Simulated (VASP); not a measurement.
# GaN (I-42d) in VASP: further runs, part 2 of 2

VASP 6.6.1.

## 5. Single point, PBE

This run uses another cell than the first one, of 18.07 Å³/atom.

Input file INCAR:

```
SYSTEM = GaN
PREC = Accurate
ENCUT = 520
EDIFF = 1E-7
ISMEAR = 0
SIGMA = 0.02
LREAL = .False.
LASPH = .True.
NELM = 60
ALGO = Normal
ISIF = 2
LWAVE = .False.
LCHARG = .False.
GGA = PE
NBANDS = 46
```

Input file KPOINTS:

```
regular mesh
0
Gamma
  6 6 6
  0 0 0
```

Input file POSCAR:

```
GaN
1.0
   -3.5849692158      3.5849692158      2.8112734706
    3.5849692158     -3.5849692158      2.8112734706
    3.5849692158      3.5849692158     -2.8112734706
Ga N
4 4
Direct
    0.2465699495      0.1250000000      0.6215699495
    0.5034300505      0.6250000000      0.3784300505
    0.8750000000      0.4965699495      0.1215699495
    0.3750000000      0.7534300505      0.8784300505
    0.8750000000      0.7548644097      0.3798644097
    0.3750000000      0.4951355903      0.6201355903
    0.2451355903      0.6250000000      0.1201355903
    0.5048644097      0.1250000000      0.8798644097
```

On the command line:

```sh
cat potpaw_PBE.64/Ga_d/POTCAR potpaw_PBE.64/N/POTCAR > POTCAR
mpirun -np 1 vasp_std > vasp.out
```

Wall time 3 min (1 thread of Intel Xeon 6975P-C (Granite Rapids), shared host); peak memory 0.38 GiB.

It converged, with:

| Quantity | Value |
| --- | --- |
| Free energy | -44.9618 eV |
| Pressure | -0.2 GPa |
| Largest force | 0.009 eV/Å |
| Band gap on the k mesh | 1.32 eV (least direct gap 1.41 eV) |

Forces in eV/Å, atoms in the order of the input:
```
Ga   0.000  0.009  0.000
Ga   0.000 -0.009  0.000
Ga   0.009  0.000  0.000
Ga  -0.009  0.000  0.000
N   -0.008  0.000  0.000
N    0.008  0.000  0.000
N    0.000  0.008  0.000
N    0.000 -0.008  0.000
```

Levels at points of the mesh, in eV from the valence-band top:
```
           k point  band 33  band 34  band 35  band 36  band 37  band 38  band 39  band 40
(0.00, 0.00, 0.00)    -0.99    -0.39    -0.39    -0.09     1.32     4.57     4.57     4.98
(0.50, 0.00, 0.00)    -1.00    -0.54    -0.51    -0.04     3.72     4.37     4.37     4.87
(0.50, 0.50, 0.00)    -0.82    -0.82    -0.19    -0.19     3.84     3.84     3.96     3.96
(0.50, 0.50, 0.50)    -0.42    -0.42    -0.05    -0.05     4.10     4.10     4.18     4.18
```

A k mesh can miss the band edges.

## 6. Relaxation of cell and atoms, PBE

Input file INCAR:

```
  ALGO = Normal
  EDIFF = 1E-7
  EDIFFG = -0.04
  ENCUT = 600
  GGA = PE
  IBRION = 2
  ISIF = 3
  ISMEAR = 0
  LASPH = T
  LCHARG = F
  LREAL = F
  LWAVE = F
  NELM = 60
  NSW = 90
  PREC = Accurate
  SIGMA = 0.1
```

Input file KPOINTS:

```
k-points
0
Gamma
  4 4 4
```

Input file POSCAR:

```
GaN
1.0
   -3.5402888700      3.5402888700      2.5033604200
    3.5402888700     -3.5402888700      2.5033604200
    3.5402888700      3.5402888700     -2.5033604200
Ga N
4 4
Direct
    0.2500001200      0.1250000000      0.6250001200
    0.4999998800      0.6250000000      0.3749998800
    0.8750000000      0.5000001200      0.1250001200
    0.3750000000      0.7499998800      0.8749998800
    0.8750000000      0.7499998800      0.3749998800
    0.3750000000      0.5000001200      0.6250001200
    0.2500001200      0.6250000000      0.1250001200
    0.4999998800      0.1250000000      0.8749998800
```

Potentials or basis: VASP PAW PBE potentials, release 64 (Ga_d, N).

On the command line:

```sh
cat potpaw_PBE.64/Ga_d/POTCAR potpaw_PBE.64/N/POTCAR > POTCAR
mpirun -np 1 vasp_std > vasp.out
```

OUTCAR:

```text
EDIFF = 1E-7
   EDIFFG = -0.04
   ENCUT = 600
   GGA = PE
   IBRION = 2
   ISIF = 3
   ISMEAR = 0
   LASPH = T
   LREAL = F
   NELM = 60
   NSW = 90
   PREC = Accurate

 ion  position               nearest neighbor table
   1  0.250  0.125  0.625-   8 1.77   6 1.77   5 1.77
   2  0.500  0.625  0.375-   7 1.77   6 1.77   5 1.77
   3  0.875  0.500  0.125-   5 1.77   7 1.77   8 1.77
   4  0.375  0.750  0.875-   6 1.77   7 1.77   8 1.77
   5  0.875  0.750  0.375-   3 1.77   2 1.77   1 1.77
   6  0.375  0.500  0.625-   4 1.77   2 1.77   1 1.77
   7  0.250  0.625  0.125-   2 1.77   3 1.77   4 1.77
   8  0.500  0.125  0.875-   1 1.77   3 1.77   4 1.77

  LATTYP: Found a body centered tetragonal cell.
 ALAT       =     7.0805777400
 C/A-ratio  =     0.7071062594

  Lattice vectors:

[... 189 lines left out ...]
  -------------------------------------------------------------------------------------
  Total       15.5231217     15.5231217     17.6273491      0.0000000      0.0000000      0.0000000
  in kB      198.1658765    198.1658765    225.0281327      0.0000000      0.0000000      0.0000000
  external PRESSURE =     207.1199619 kB  Pullay stress =       0.0000000 kB
[... 323 lines left out ...]
--------------------------------------- Ionic step        9  -------------------------------------------

 number of electron      71.9999991 magnetization

 Free energy of the ion-electron system (eV)
  ---------------------------------------------------
  ext. energy  EPLUGINS =         0.00000000
  ---------------------------------------------------
  free energy    TOTEN  =       -44.93967254 eV

  energy without entropy =      -44.93967254  energy(sigma->0) =      -44.93967254

 E-fermi :   1.7512     XC(G=0):  -8.8232

 val. band max:        1.2947048665   @ k =  -0.2500   0.2500   0.2500
 cond. band min:       2.5879364258   @ k =   0.0000   0.0000   0.0000
 fundamental gap:      1.2932315594
 Fermi energy:         1.7512434895

 k-point     1 :       0.0000    0.0000    0.0000
  band No.  band energies     occupation
      1     -14.0005      2.00000
      2     -13.4274      2.00000
      3     -13.4274      2.00000
      4     -13.4236      2.00000
      5     -12.3350      2.00000
      6     -12.2547      2.00000
[... 622 lines left out ...]
  FREE ENERGIE OF THE ION-ELECTRON SYSTEM (eV)
  ---------------------------------------------------
  free  energy   TOTEN  =       -44.9396725351 eV

  energy  without entropy=      -44.9396725351  energy(sigma->0) =      -44.93967254

 reached required accuracy - stopping structural energy minimisation
```

OSZICAR:

```text
N       E                     dE             d eps       ncg     rms          rms(c)
DAV:   1     0.838619446858E+03    0.83862E+03   -0.37624E+04  1201   0.309E+03
DAV:   2     0.112850978545E+03   -0.72577E+03   -0.70178E+03  1190   0.737E+02
DAV:   3    -0.421335160575E+02   -0.15498E+03   -0.14907E+03  1324   0.237E+02
[... 118 lines left out ...]
DAV:   5    -0.449396550659E+02    0.10701E-04   -0.79764E-04  1715   0.220E-01    0.299E-02
DAV:   6    -0.449396679502E+02   -0.12884E-04   -0.12030E-04  1472   0.851E-02    0.112E-02
DAV:   7    -0.449396715764E+02   -0.36261E-05   -0.17693E-05  1545   0.322E-02    0.701E-03
DAV:   8    -0.449396724083E+02   -0.83198E-06   -0.18986E-06  1159   0.118E-02    0.918E-04
DAV:   9    -0.449396725143E+02   -0.10596E-06   -0.53933E-07  1268   0.486E-03    0.115E-03
DAV:  10    -0.449396725351E+02   -0.20840E-07   -0.64025E-08   764   0.210E-03
   9 F= -.44939673E+02 E0= -.44939673E+02  d E =-.778214E-02
```

It took 7.6 min on 1 thread of Intel Xeon 6975P-C (Granite Rapids), shared host; peak memory 0.37 GiB.

What came out:

```yaml
Free_energy: -44.9397 eV
Relaxed_volume: 18.16 Å³/atom
Relaxed_cell: a = 5.856 Å, b = 5.856 Å, c = 5.856 Å, α = 102.09°, β = 102.09°, γ = 125.53°
Space_group_after_relaxing_to_0.1_Å: I-42d (No. 122)
Energy_gained_by_relaxing: 143.6 meV/atom
Ionic_steps: 9
Pressure_after_relaxing: 0.0 GPa
Largest_force_after_relaxing: 0.025 eV/Å
Band_gap_on_the_k_mesh: 1.29 eV (least direct gap 1.34 eV)
```

Forces on the atoms (eV/Å):
```
Ga   0.000  0.002  0.000
Ga   0.000 -0.002  0.000
Ga   0.002  0.000  0.000
Ga  -0.002  0.000  0.000
N    0.025  0.000  0.000
N   -0.025  0.000  0.000
N    0.000 -0.025  0.000
N    0.000  0.025  0.000
```

Step by step:
| step | energy change (eV) | largest force (eV/Å) | pressure (GPa) | volume (Å³) |
| --- | --- | --- | --- | --- |
| 1 | 0.0000 | 0.4215 | 20.71 | 125.50 |
| 2 | -0.3820 | 0.3303 | -10.12 | 166.06 |
| 3 | -1.1375 | 0.1963 | -0.09 | 145.58 |
| 4 | -1.1377 | 0.1902 | 0.16 | 145.16 |
| 5 | -1.1373 | 0.1983 | -0.17 | 145.54 |
| 6 | -1.1409 | 0.0138 | -0.01 | 145.34 |
| 7 | -1.1417 | 0.0117 | 0.01 | 145.34 |
| 8 | -1.1442 | 0.0080 | 0.01 | 145.34 |
| 9 | -1.1487 | 0.0252 | -0.01 | 145.32 |

Final structure:
```
Ga N
1.0
    -3.68178    3.68178    2.68002
     3.68178   -3.68178    2.68002
     3.68178    3.68178   -2.68002
Ga N
4 4
Cartesian
  1.8409 2.7566 -0.6700
  1.8409 0.9252 2.0100
  -0.9252 1.8409 3.3500
  4.6070 1.8409 0.6700
  0.9183 1.8409 3.3500
  2.7635 1.8409 0.6700
  1.8409 -0.9183 2.0100
  1.8409 4.6001 -0.6700
```

Caveat: the volume moved by over 15 % at a fixed basis, so the end points are rough.

## 7. Overview

| task | cell | k mesh | cutoff (eV) | smearing | gap on the mesh (eV) | pressure (GPa) | largest force (eV/Å) |
| --- | --- | --- | --- | --- | --- | --- | --- |
| single point | a = 5.598 Å, angles 101.5, 101.5, 126.9°, 8 atoms, atomic positions A | 4 × 4 × 4 | 520 | gaussian 0.1 eV | 1.90 | 20.8 | 0.42 |
| single point | a = 5.813 Å, angles 103.2, 103.2, 122.9°, 8 atoms, atomic positions B | 4 × 4 × 4 | 520 | gaussian 0.1 eV | 1.30 | -0.2 | 0.01 |
| single point | a = 5.797 Å, angles 103.6, 103.6, 122.0°, 8 atoms, atomic positions C | 6 × 6 × 6 | 520 | gaussian 0.02 eV | 1.32 | -0.2 | 0.01 |
| relaxation of cell and atoms | relaxed from a = 5.598 Å, angles 101.5, 101.5, 126.9°, 8 atoms, atomic positions A | 4 × 4 × 4 | 600 | gaussian 0.1 eV | 1.29 | 0.0 | 0.03 |

Alike in all rows: level PBE; potentials or basis VASP PAW PBE potentials, release 64 (Ga_d, N); no spin polarisation.

Caveats: the cell stands under pressure (at least some runs); the volume moved by over 15 % at a fixed basis, so the end points are rough (at least some runs).

Total energies depend on the potentials used, so only differences within one code and one set of settings carry meaning.
